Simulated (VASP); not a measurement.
HfC: relaxation of cell and atoms with LDA+U

HfC:

```
Hf C
1.0
     0.00000    2.32500    2.32500
     2.32500    0.00000    2.32500
     2.32500    2.32500    0.00000
Hf C
1 1
Direct
  0.50000 0.50000 0.50000
  0.00000 0.00000 0.00000
```

```yaml
Program: VASP 6.6.1
Task: relaxation of cell and atoms
Functional: LDA
Potentials_or_basis: VASP PAW LDA potentials, release 64 (Hf_pv, C)
Cutoff: 600 eV
k_mesh: 10 × 10 × 10
Occupations: fermi-dirac, width 0.05 eV
Spin: no spin polarisation
Hubbard_terms: Hf d U = 8.0 eV
Dipole_correction: no
Further_INCAR_settings: ALGO = Normal; EDIFF = 1e-06; IBRION = 2; EDIFFG = -0.01; NSW = 60; ISIF = 3
```

* Relaxed volume: 13.47 Å³/atom
* Relaxed cell: a = 3.365 Å, b = 3.365 Å, c = 3.365 Å, α = 60.00°, β = 60.00°, γ = 60.00°
* Space group after relaxing (to 0.05 Å): Fm-3m (No. 225)
* Energy gained by relaxing: 46.9 meV/atom
* Ionic steps: 4
* Pressure after relaxing: 0.0 GPa
* Band gap on the k mesh: zero (band 7 reaches 7.00 eV, above the bottom of band 8 at 5.73 eV)

Step by step:
| step | energy change (eV) | largest force (eV/Å) | pressure (GPa) | volume (Å³) |
| --- | --- | --- | --- | --- |
| 1 | 0.0000 | 0.0000 | 17.68 | 25.14 |
| 2 | 0.1779 | 0.0000 | -21.82 | 30.53 |
| 3 | -0.0936 | 0.0000 | -0.57 | 27.00 |
| 4 | -0.0937 | 0.0000 | -0.02 | 26.94 |

Final structure:
```cif
data_structure
_symmetry_space_group_name_H-M 'P 1'
_symmetry_Int_Tables_number 1
_cell_length_a 3.3649
_cell_length_b 3.3649
_cell_length_c 3.3649
_cell_angle_alpha 60.000
_cell_angle_beta 60.000
_cell_angle_gamma 60.000
_cell_volume 26.94
loop_
_atom_site_label
_atom_site_type_symbol
_atom_site_fract_x
_atom_site_fract_y
_atom_site_fract_z
_atom_site_occupancy
Hf1 Hf 0.50000 0.50000 0.50000 1
C1 C 0.00000 0.00000 0.00000 1
```

Levels at points of the mesh, in eV from the Fermi level:
```
           k point  band 4  band 5  band 6  band 7  band 8  band 9  band 10  band 11
(0.00, 0.00, 0.00)  -12.49    0.60    0.60    0.60    2.23    2.23     2.23     3.62
(0.50, 0.00, 0.00)   -8.86   -6.27   -2.63   -2.63    5.29    5.98     6.05     6.05
(0.50, 0.50, 0.00)  -10.07   -3.33   -1.01   -0.64   -0.64    5.45     6.39     7.54
```

Eigenvalues of the final occupation matrices:
```tsv
site	spin	trace	eigenvalues
site 1 d	1	0.64	0.08 0.08 0.08 0.20 0.20
site 1 d	2	0.64	0.08 0.08 0.08 0.20 0.20
```

It took 60 s on 1 thread of Intel(R) Xeon(R) Platinum 8259CL CPU @ 2.50GHz (Skylake/Cascade Lake) (shared host), peak memory 0.16 GiB.

Caveat: spin-orbit coupling is left out, which moves the levels of the heavy elements; U without spin polarisation on a metal has little footing; the U is typed as a test and isn't derived for this compound.
